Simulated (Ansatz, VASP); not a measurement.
# One calculation of Mg, two programs

File INCAR:

```
SYSTEM = Mg
PREC     = Accurate       ! precision mode
ENCUT    = 520            ! plane-wave cutoff, eV
EDIFF    = 1E-7           ! SCF threshold, eV
ISMEAR   = 0              ! smearing method
SIGMA    = 0.15           ! smearing width, eV
LREAL    = .FALSE.        ! projectors in reciprocal space
LASPH    = .TRUE.         ! aspherical terms in the spheres
NELM     = 60             ! most SCF steps
ALGO     = Fast           ! electronic algorithm
ISIF     = 2              ! what is computed and relaxed
LWAVE    = .FALSE.        ! write WAVECAR
LCHARG   = .FALSE.        ! write CHGCAR
GGA      = PE             ! functional
NBANDS   = 9              ! bands
```

File KPOINTS:

```
regular mesh
0
G
  18 18 10
  0 0 0
```

POSCAR

```
Mg
1.0
    3.2092715325      0.0000000000      0.0000000000
   -1.6046357662      2.7793106748      0.0000000000
    0.0000000000      0.0000000000      5.4187432000
Mg
2
Direct
    0.3333333333      0.6666666667      0.2500000000
    0.6666666667      0.3333333333      0.7500000000
```

Input for Ansatz:

```yaml
crystal:
  lattice:
    - [3.2092715325, 0.0, 0.0]
    - [-1.6046357662, 2.7793106748, 0.0]
    - [0.0, 0.0, 5.4187432]
  atoms:
    - { symbol: Mg, position: [0.3333333333, 0.6666666667, 0.25] }
    - { symbol: Mg, position: [0.6666666667, 0.3333333333, 0.75] }
basis:
  ecutwfc: 420
kpoints:
  mp_grid: { grid: [18, 18, 10] }
hamiltonian:
  xc: pbe
scf:
  occupations: { method: gaussian, width: 0.15 }
output:
  forces: true
  stress: true
  eigenvalues: true
```

Change from the starting cell: strain +0.000 along x and y, +0.040 along z, atoms carried along.

Alike in both runs: task single point; functional PBE; k mesh 18 × 18 × 10; occupations gaussian, width 0.15 eV; no spin polarisation.

|  | VASP | Ansatz |
| --- | --- | --- |
| version | VASP 6.6.1 | Ansatz 0.2.0 |
| potentials or method | VASP PAW PBE potentials, release 64 (Mg), cutoff 520 eV | scalar-relativistic, plane waves, PAW |
| valence electrons in the cell | 4 | 20 |

|  | VASP | Ansatz | Ansatz less VASP |
| --- | --- | --- | --- |
| gap on the k mesh at the Fermi level (eV) | none | none | - |
| pressure (GPa) | -1.7 | -1.6 | +0.12 |
| traceless stress, the component that is largest in VASP (GPa) | -1.05 | -1.06 | -0.003 |

A gap of «none» marks a metal or a gap that the smearing closes. VASP's potentials hold 4 valence electrons a cell and Ansatz's 20, so a difference there can come from the potentials and not from the codes.
